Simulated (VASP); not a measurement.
A run of VASP 6.6.1 is set up as follows.

INCAR

```
SYSTEM = In
ALGO = Fast ; EDIFF = 1E-6
ENCUT = 520 ; GGA = CA
ISIF = 2 ; ISMEAR = 0
LASPH = .True. ; LCHARG = .False.
LREAL = .False. ; LWAVE = .False.
NBANDS = 20 ; NELM = 60
PREC = Accurate ; SIGMA = 0.15
```

File KPOINTS:

```
k-points
0
Gamma
  18 18 10
  0 0 0
```

POSCAR

```
In
1.0
    3.5211618537      0.0000000000      0.0000000000
   -1.7605809269      3.0494156162      0.0000000000
    0.0000000000      0.0000000000      4.9434482211
In
2
Direct
    0.3333333333      0.6666666667      0.2500000000
    0.6666666667      0.3333333333      0.7500000000
```

Potentials or basis: VASP PAW LDA potentials, release 64 (In_d).

Command:

```sh
$ cat potpaw_LDA.64/In_d/POTCAR > POTCAR
$ mpirun -np 1 vasp_std > vasp.out
```

Question: Predict the band gap on the k mesh.

Answer: Zero (bands 13 and 14 overlap by 8.19 eV).

Question: Estimate the pressure.

Answer: -2.2 GPa.

Stress tensor (GPa, compression positive):
```
-2.55  0.00  0.00
 0.00 -2.55  0.00
 0.00  0.00 -1.56
```

Caveat: spin-orbit coupling is left out, which moves the levels of the heavy elements.
